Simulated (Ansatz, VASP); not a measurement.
Two plane-wave programs on Zn3In4O

The input INCAR:

```
SYSTEM = Zn3In4O
ALGO = Normal ; EDIFF = 1E-6
EDIFFG = -0.08 ; ENCUT = 600
GGA = PE ; IBRION = 2
ISIF = 3 ; ISMEAR = 0
LASPH = .True. ; LCHARG = .False.
LREAL = .False. ; LWAVE = .False.
NELM = 80 ; NSW = 36
PREC = Accurate ; SIGMA = 0.2
```

Contents of KPOINTS:

```
k-points
0
Gamma
  5 5 2
  0 0 0
```

POSCAR

```
Zn3In4O
1.0
    3.5180163700      0.0000000000      0.0000000000
    0.0000000000      3.5180163700      0.0000000000
    0.0000000000      0.0000000000     12.1893661600
Zn In O
3 4 1
Direct
    0.0000000000      0.0000000000      0.5000000000
    0.0000000000      0.0000000000      0.7441319800
    0.0000000000      0.0000000000      0.2558680200
    0.5000000000      0.0000000000      0.8666200000
    0.5000000000      0.0000000000      0.3779099900
    0.0000000000      0.5000000000      0.6220900100
    0.0000000000      0.5000000000      0.1333800000
    0.0000000000      0.0000000000      0.0000000000
```

Input for Ansatz:

```yaml
crystal:
  lattice:
    - [3.51801637, 0.0, 0.0]
    - [0.0, 3.51801637, 0.0]
    - [0.0, 0.0, 12.18936616]
  atoms:
    - { symbol: Zn, position: [0.0, 0.0, 0.5] }
    - { symbol: Zn, position: [0.0, 0.0, 0.74413198] }
    - { symbol: Zn, position: [0.0, 0.0, 0.25586802] }
    - { symbol: In, position: [0.5, 0.0, 0.86662] }
    - { symbol: In, position: [0.5, 0.0, 0.37790999] }
    - { symbol: In, position: [0.0, 0.5, 0.62209001] }
    - { symbol: In, position: [0.0, 0.5, 0.13338] }
    - { symbol: O, position: [0.0, 0.0, 0.0] }
basis:
  ecutwfc: 420
kpoints:
  mp_grid: { grid: [5, 5, 2] }
hamiltonian:
  xc: pbe
scf:
  occupations: { method: gaussian, width: 0.2 }
  lower_state_search: "off"
output:
  forces: true
  stress: true
  eigenvalues: true
relax:
  adjacent_minimum: "off"
  f_tol: 0.08
  max_steps: 16
  cell: { stress_tol: 0.8 }
```

Change from the starting cell: species swapped into the Pt4SeS3 type (P-4m2, No. 115).

Alike in both runs: task relaxation of cell and atoms; functional PBE; k mesh 5 × 5 × 2; occupations gaussian, width 0.2 eV; no spin polarisation.

|  | VASP | Ansatz |
| --- | --- | --- |
| version | VASP 6.6.1 | Ansatz 0.2.0 |
| potentials or method | VASP PAW PBE potentials, release 64 (Zn, In_d, O), cutoff 600 eV | scalar-relativistic, plane waves, PAW |
| valence electrons in the cell | 94 | 94 |

Ansatz gave:

```
gap on the k mesh at the Fermi level, each at its own relaxed structure (eV) : none
relaxed volume (Å³/atom)                                                     : 22.45
relaxed cell length with the largest relative difference (Å)                 : 16.792
```

**Question.** What did VASP give for the same quantities?

**Answer.** gap on the k mesh at the Fermi level, each at its own relaxed structure (eV): none; relaxed volume (Å³/atom): 22.34; relaxed cell length with the largest relative difference (Å): 16.554.

A gap of «none» marks a metal or a gap that the smearing closes.

Noted on VASP's run: the volume moved by over 15 % at a fixed basis, so the end points are rough.
